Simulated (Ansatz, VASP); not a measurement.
**Two plane-wave programs on MgO**

File INCAR:

```
SYSTEM = MgO
PREC = Accurate
ENCUT = 520
EDIFF = 1E-6
ISMEAR = -1
SIGMA = 0.05
LREAL = .FALSE.
LASPH = .TRUE.
NELM = 60
ALGO = Normal
ISIF = 2
LWAVE = .FALSE.
LCHARG = .FALSE.
GGA = PE
NBANDS = 11
```

The input KPOINTS:

```
Automatic mesh
0
G
  10 10 10
  0 0 0
```

File POSCAR:

```
MgO
1.0
    0.0000000000      2.3513903066      2.3513903066
    2.3513903066      0.0000000000      2.3513903066
    2.3513903066      2.3513903066      0.0000000000
Mg O
1 1
Direct
    0.5000000000      0.5000000000      0.5000000000
    0.7500000000      0.7500000000      0.7500000000
```

File input.yaml:

```yaml
crystal:
  lattice:
    - [0.0, 2.3513903066, 2.3513903066]
    - [2.3513903066, 0.0, 2.3513903066]
    - [2.3513903066, 2.3513903066, 0.0]
  atoms:
    - { symbol: Mg, position: [0.5, 0.5, 0.5] }
    - { symbol: O, position: [0.75, 0.75, 0.75] }
hamiltonian:
  xc: pbe
  pseudopotentials: { kind: nc }
kpoints:
  mp_grid: { grid: [10, 10, 10] }
scf:
  occupations: { method: fermi_dirac, width: 0.05 }
output:
  forces: true
  stress: true
  eigenvalues: true
```

Alike in both runs: task single point; functional PBE; k mesh 10 × 10 × 10; occupations fermi-dirac, width 0.05 eV; no spin polarisation.

|  | VASP | Ansatz |
| --- | --- | --- |
| version | VASP 6.6.1 | Ansatz 0.2.0 |
| potentials or method | VASP PAW PBE potentials, release 64 (Mg, O) | Ansatz NC |
| plane-wave cutoff (eV) | 520 | 1240 |
| valence electrons in the cell | 8 | 16 |

```csv
,VASP,Ansatz,Ansatz less VASP
gap on the k mesh at the Fermi level (eV),3.15,3.17,+0.013
least direct gap on the mesh (eV),3.15,3.17,+0.013
pressure (GPa),-6.3,-5.8,+0.49
```

With one functional, cell and mesh, what is left measures potentials, basis and numerics. VASP's potentials hold 8 valence electrons a cell and Ansatz's 16, so a difference there can come from the potentials and not from the codes.
